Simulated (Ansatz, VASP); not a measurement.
**LiF: VASP beside Ansatz**

```xyz
2
Lattice="2.5595 0.0000 0.0000 0.0000 2.5595 0.0000 0.0000 0.0000 2.5595" Properties=species:S:1:pos:R:3 pbc="T T T"
Li    0.0000    0.0000    0.0000
F     1.3375    1.3375    1.3375
```

Change from the starting cell: all F atoms moved -0.100 Å, as atom 2 towards its neighbour atom 1 (Li) at 2.217 Å.

Alike in both runs: task single point; functional PBE; k mesh 10 × 10 × 10; occupations gaussian, width 0.05 eV; no spin polarisation.

|  | VASP | Ansatz |
| --- | --- | --- |
| version | VASP 6.6.1 | Ansatz 0.2.0 |
| potentials or method | VASP PAW PBE potentials, release 64 (Li_sv, F), cutoff 520 eV | scalar-relativistic, plane waves, PAW |
| valence electrons in the cell | 10 | 10 |

VASP gave:

* gap on the k mesh at the Fermi level (eV): 7.51
* least direct gap on the mesh (eV): 8.17
* rms of the force components (eV/Å): 0.018

Problem. What did Ansatz give for the same quantities?

Solution. gap on the k mesh at the Fermi level (eV): 7.50; least direct gap on the mesh (eV): 8.16; rms of the force components (eV/Å): 0.018.

Atom by atom the forces differ by 0.000 eV/Å (rms over components).

Noted on VASP's run: the cutoff is short for stress, so the pressure is rough.
